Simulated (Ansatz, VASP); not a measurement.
## Rh in VASP and in Ansatz

```
Rh
1.0
     2.75215    0.00000    0.00000
    -1.37608    2.38343    0.00000
     0.00000    0.00000    4.16979
Rh
2
Direct
  0.66667 0.33333 0.75000
  0.33333 0.66667 0.25000
```

Alike in both runs: task single point; functional PBE; k mesh 21 × 21 × 12; occupations gaussian, width 0.15 eV; no spin polarisation.

|  | VASP | Ansatz |
| --- | --- | --- |
| version | VASP 6.6.1 | Ansatz 0.2.0 |
| potentials or method | VASP PAW PBE potentials, release 64 (Rh_pv), cutoff 520 eV | scalar-relativistic, plane waves, PAW |
| valence electrons in the cell | 30 | 34 |

```tsv
	VASP	Ansatz	Ansatz less VASP
gap on the k mesh at the Fermi level (eV)	none	none	-
pressure (GPa)	10.1	10.1	-0.05
traceless stress, the component that is largest in VASP (GPa)	11.52	11.52	+0.006
```

A gap of «none» marks a metal or a gap that the smearing closes. VASP's potentials hold 30 valence electrons a cell and Ansatz's 34, so a difference there can come from the potentials and not from the codes.
